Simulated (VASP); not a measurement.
# Ba2Ir (P6/mmm) in VASP: a series of runs

Ba2Ir is run at these levels: PBE; tasks: relaxation of cell and atoms, single point.

All numbers are computed with VASP 6.6.1; they aren't measurements. Logs are shortened: lines on timing, memory, paths and dates and some standing lists are left out, and cuts for length are marked.

### Step 1. The cell of the first run

Symmetry: P6/mmm, No. 191, hexagonal system. Conventional cell: a = 5.377 Å, b = 5.377 Å, c = 3.368 Å, α = 90.00°, β = 90.00°, γ = 120.00°. Within 4.1 Å of Ba (site symmetry -6m2) lie 5 Ba at 3.10 to 3.37 Å and 6 Ir at 3.53 Å. Within 4.4 Å of Ir (site symmetry 6/mmm) lie 2 Ir at 3.37 Å and 12 Ba at 3.53 Å.

### Step 2. Relaxation of cell and atoms, PBE

INCAR reads:

```
PREC = Accurate ; ENCUT = 600
EDIFF = 1E-6 ; ISMEAR = 0
SIGMA = 0.1 ; LREAL = False
LASPH = True ; NELM = 60
ALGO = Fast ; ISIF = 3
LWAVE = False ; LCHARG = False
GGA = PE ; IBRION = 2
NSW = 90 ; EDIFFG = -0.04
```

KPOINTS reads:

```
regular mesh
0
Gamma
  6 6 6
```

POSCAR reads:

```
Ba2Ir
1.0
    5.3773439056      0.0000000000      0.0000000000
   -2.6886719528      4.6569164272      0.0000000000
    0.0000000000      0.0000000000      3.3679787218
Ba Ir
2 1
Direct
    0.3333333333      0.6666666667      0.5000000000
    0.6666666667      0.3333333333      0.5000000000
    0.0000000000      0.0000000000      0.0000000000
```

Potentials or basis: VASP PAW PBE potentials, release 64 (Ba_sv, Ir).

Launch:

```bash
$ cat potpaw_PBE.64/Ba_sv/POTCAR potpaw_PBE.64/Ir/POTCAR > POTCAR
$ mpirun -np 1 vasp_std > vasp.out
```

OUTCAR:

```text
PREC = Accurate
   ENCUT = 600
   EDIFF = 1E-6
   ISMEAR = 0
   LREAL = False
   LASPH = True
   NELM = 60
   ISIF = 3
   GGA = PE
   IBRION = 2
   NSW = 90
   EDIFFG = -0.04

 ion  position               nearest neighbor table
   1  0.333  0.667  0.500-   2 3.10   2 3.10   2 3.10   3 3.53   3 3.53   3 3.53   3 3.53   3 3.53
                             3 3.53   2 4.58   2 4.58   2 4.58   2 4.58   2 4.58   2 4.58
   2  0.667  0.333  0.500-   1 3.10   1 3.10   1 3.10   3 3.53   3 3.53   3 3.53   3 3.53   3 3.53
                             3 3.53   1 4.58   1 4.58   1 4.58   1 4.58   1 4.58   1 4.58
   3  0.000  0.000  0.000-   1 3.53   2 3.53   1 3.53   2 3.53   2 3.53   2 3.53   1 3.53   1 3.53
                             2 3.53   2 3.53   1 3.53   1 3.53

  LATTYP: Found a hexagonal cell.
 ALAT       =     5.3773439056
 C/A-ratio  =     0.6263275663

  Lattice vectors:

 A1 = (   5.3773439056,   0.0000000000,   0.0000000000)
 A2 = (  -2.6886719528,   4.6569164272,   0.0000000000)
 A3 = (   0.0000000000,   0.0000000000,   3.3679787218)

Analysis of symmetry for initial positions (statically):
=====================================================================
 Subroutine PRICEL returns:
 Original cell was already a primitive cell.

 Routine SETGRP: Setting up the symmetry group for a
 hexagonal supercell.

 Subroutine GETGRP returns: Found 24 space group operations
 (whereof 24 operations were pure point group operations)
 out of a pool of 24 trial point group operations.

The static configuration has the point symmetry D_6h.

Analysis of symmetry for dynamics (positions and initial velocities):
=====================================================================
 Subroutine PRICEL returns:
 Original cell was already a primitive cell.

 Routine SETGRP: Setting up the symmetry group for a
 hexagonal supercell.

 Subroutine GETGRP returns: Found 24 space group operations
 (whereof 24 operations were pure point group operations)
 out of a pool of 24 trial point group operations.

The dynamic configuration has the point symmetry D_6h.

 Subroutine INISYM returns: Found 24 space group operations
 (whereof 24 operations are pure point group operations),
 and found     1 'primitive' translations

----------------------------------------------------------------------------------------

                                     Primitive cell

  volume of cell :      84.3404
[... 96 lines left out ...]
   NFREE  =      1    steps in history (QN), initial steepest desc. (CG)
   ISIF   =      3    stress and relaxation
   ISYM   =      2    0-nonsym 1-usesym 2-fastsym
   POTIM  = 0.5000    time-step for ionic-motion
   TEBEG  =    0.0;   TEEND  =   0.0 temperature during run
   PSTRESS=    0.0 pullay stress
   NELECT =      29.0000    total number of electrons
   NUPDOWN=      -1.0000    fix difference up-down
   EMIN   =  10.00;   EMAX   =-10.00  energy-range for DOS
   EFERMI =   0.00;   METHOD = LEGACY
   ISMEAR =     0;   SIGMA  =   0.10  broadening in eV -4-tet -1-fermi 0-gaus
   EFERMI_NEDOS =   21; number of points for ismear=-14 and -15
   IALGO  =     68    algorithm
   IMIX   =      4    mixing-type and parameters
     AMIX     =   0.40;   BMIX     =  1.00
     AMIX_MAG =   1.60;   BMIX_MAG =  1.00
  volume/ion in A,a.u.               =      28.11       189.72
  Fermi-wavevector in a.u.,A,eV,Ry     =   1.146909  2.167344 17.897107  1.315400
  Thomas-Fermi vector in A             =   2.283591
   LORBIT       =      0    0 simple, 1 ext, 2 COOP (PROOUT), +10 PAW based schemes
   GGA     = PE    functional components
   LHFCALC =     F    Hartree Fock is set to
   AEXX    =    0.0000 exact exchange contribution
   IVDW    =     0    specifies the selected vdW correction
   LEPSILON=     F    determine dielectric tensor
   LRPA    =     F    only Hartree local field effects (RPA)
 conjugate gradient relaxation of ions
 non-spin polarized calculation
 RMM-DIIS sequential band-by-band and
 Gauss-broadening in eV      SIGMA  =   0.10
  energy-cutoff  :      600.00
  volume of cell :       84.34
 maximum number of plane-waves:      2836
 NGX is ok and might be reduce to    48
   NGX = 21   NGY = 21   NGZ = 13

--------------------------------------- Ionic step        1  -------------------------------------------

 number of electron      28.9999999 magnetization

 Free energy of the ion-electron system (eV)
  ---------------------------------------------------
  ext. energy  EPLUGINS =         0.00000000
  ---------------------------------------------------
  free energy    TOTEN  =       -11.04838295 eV

  energy without entropy =      -11.03777014  energy(sigma->0) =      -11.04307654

------------------------ aborting loop because EDIFF is reached ----------------------------------------

  FORCE on cell =-STRESS in cart. coord.  units (eV):
  Direction    XX          YY          ZZ          XY          YZ          ZX
  --------------------------------------------------------------------------------------
  -------------------------------------------------------------------------------------
  Total        1.4861253      1.4861253      0.3627424      0.0000000     -0.0000000      0.0000000
  in kB       28.2312690     28.2312690      6.8908579      0.0000000     -0.0000000      0.0000000
  external PRESSURE =      21.1177987 kB  Pullay stress =       0.0000000 kB
[... 61 lines left out ...]
--------------------------------------- Ionic step        3  -------------------------------------------

 number of electron      29.0000000 magnetization

 Free energy of the ion-electron system (eV)
  ---------------------------------------------------
  ext. energy  EPLUGINS =         0.00000000
  ---------------------------------------------------
  free energy    TOTEN  =       -11.07358633 eV

  energy without entropy =      -11.06164002  energy(sigma->0) =      -11.06761317

 E-fermi :   4.5550     XC(G=0): -10.1956

 val. band max:        4.5337167289   @ k =   0.1667   0.0000   0.0000
 cond. band min:       4.5680048414   @ k =   0.1667   0.0000   0.5000
 fundamental gap:      0.0342881125
 Fermi energy:         4.5549842051

 k-point     1 :       0.0000    0.0000    0.0000
  band No.  band energies     occupation
      1     -24.4962      2.00000
      2     -23.6461      2.00000
      3     -10.5429      2.00000
      4     -10.5429      2.00000
      5      -8.4689      2.00000
      6      -8.3635      2.00000
[... 481 lines left out ...]
      5     -10.0983      2.00000
      6      -9.8414      2.00000
[... 10 lines left out ...]
     17       5.7371      0.00000
     18       7.2457      0.00000

 [... further k-points ...]
[... 5 lines left out ...]
  --------------------------------------------------------------------------------------
  -------------------------------------------------------------------------------------
  Total        0.0038705      0.0038705      0.0429923      0.0000000     -0.0000000      0.0000000
  in kB        0.0707918      0.0707918      0.7863267      0.0000000     -0.0000000      0.0000000
  external PRESSURE =       0.3093034 kB  Pullay stress =       0.0000000 kB
[... 18 lines left out ...]
  FREE ENERGIE OF THE ION-ELECTRON SYSTEM (eV)
  ---------------------------------------------------
  free  energy   TOTEN  =       -11.0735863284 eV

  energy  without entropy=      -11.0616400178  energy(sigma->0) =      -11.06761317

 reached required accuracy - stopping structural energy minimisation
```

CONTCAR:

```text
Ba2Ir
   1.00000000000000
     5.4688832816928983    0.0000000000000000    0.0000000000000000
    -2.7344416408464491    4.7361918523463453   -0.0000000000000000
    -0.0000000000000000   -0.0000000000000000    3.3819730601980136
  Ba              Ir
     2     1
Direct
     0.3333333332999970    0.6666666667000030    0.5000000000000000
     0.6666666667000030    0.3333333332999970    0.5000000000000000
     0.0000000000000000    0.0000000000000000    0.0000000000000000

  0.00000000E+00  0.00000000E+00  0.00000000E+00
  0.00000000E+00  0.00000000E+00  0.00000000E+00
  0.00000000E+00  0.00000000E+00  0.00000000E+00
```

It took 2.2 min on 1 thread of Intel Xeon 6975P-C (Granite Rapids), shared host; peak memory 0.28 GiB.

Results:

- Free energy: -11.0736 eV
- Relaxed volume: 29.20 Å³/atom
- Relaxed cell: a = 5.469 Å, b = 5.469 Å, c = 3.382 Å, α = 90.00°, β = 90.00°, γ = 120.00°
- Space group after relaxing (to 0.1 Å): P6/mmm (No. 191)
- Energy gained by relaxing: 8.4 meV/atom
- Ionic steps: 3
- Pressure after relaxing: 0.0 GPa
- Band gap on the k mesh: zero (an odd number of electrons rules out a gap without spin polarisation)

The path:
```tsv
step	energy change (eV)	largest force (eV/Å)	pressure (GPa)	volume (Å³)
1	0.0000	0.0000	2.11	84.34
2	-0.0215	0.0000	-0.69	88.94
3	-0.0252	0.0000	0.03	87.60
```

Final structure:
```
Ba Ir
1.0
     5.46888    0.00000    0.00000
    -2.73444    4.73619    0.00000
     0.00000    0.00000    3.38197
Ba Ir
2 1
Direct
  0.33333 0.66667 0.50000
  0.66667 0.33333 0.50000
  0.00000 0.00000 0.00000
```

Caveat: spin-orbit coupling is left out, which moves the levels of the heavy elements.

### Step 3. Single point, PBE

This run uses another cell than the first one, of 28.35 Å³/atom.

INCAR reads:

```
ALGO = Fast
EDIFF = 1E-6
ENCUT = 520
GGA = PE
ISIF = 2
ISMEAR = 0
LASPH = T
LCHARG = F
LREAL = F
LWAVE = F
NBANDS = 22
NELM = 80
PREC = Accurate
SIGMA = 0.1
```

KPOINTS reads:

```
k-points
0
Gamma
  12 12 14
```

POSCAR reads:

```
Ba2Ir
1.0
    5.3848702656      0.0000000000      0.0000000000
   -2.6924351328      4.6634344461      0.0000000000
    0.0000000000      0.0000000000      3.3867146943
Ba Ir
2 1
Direct
    0.3333333333      0.6666666667      0.5000000000
    0.6666666667      0.3333333333      0.5000000000
    0.0000000000      0.0000000000      0.0000000000
```

Potentials or basis: VASP PAW PBE potentials, release 64 (Ba_sv, Ir).

Launch:

```bash
$ cat potpaw_PBE.64/Ba_sv/POTCAR potpaw_PBE.64/Ir/POTCAR > POTCAR
$ mpirun -np 1 vasp_std > vasp.out
```

Run time: 3.1 min. Hardware: 1 thread of Intel Xeon 6975P-C (Granite Rapids), shared host; peak memory 0.41 GiB.

Results (log left out):

```
Free energy            : -11.0457 eV
Pressure               : 2.1 GPa
Band gap on the k mesh : zero (an odd number of electrons rules out a gap without spin polarisation)
```

Stress tensor (GPa, compression positive):
```
2.33 0.00 0.00
0.00 2.33 0.00
0.00 0.00 1.62
```

Levels at points of the mesh, in eV from the Fermi level:
```
           k point  band 11  band 12  band 13  band 14  band 15  band 16  band 17  band 18
(0.00, 0.00, 0.00)    -1.18    -1.18    -0.65    -0.65     0.37     0.88     0.88     1.72
(0.50, 0.00, 0.00)    -1.70    -1.32    -0.85    -0.75    -0.54     0.15     1.28     1.31
(0.00, 0.00, 0.50)    -1.85    -1.85    -1.38    -0.37     1.31     1.31     1.43     1.43
(0.50, 0.00, 0.50)    -1.87    -1.74    -1.38    -1.10    -0.11     0.85     1.05     2.64
```

Caveat: spin-orbit coupling is left out, which moves the levels of the heavy elements.

The gap in the log of VASP goes by the Fermi energy; the results here count the filled bands.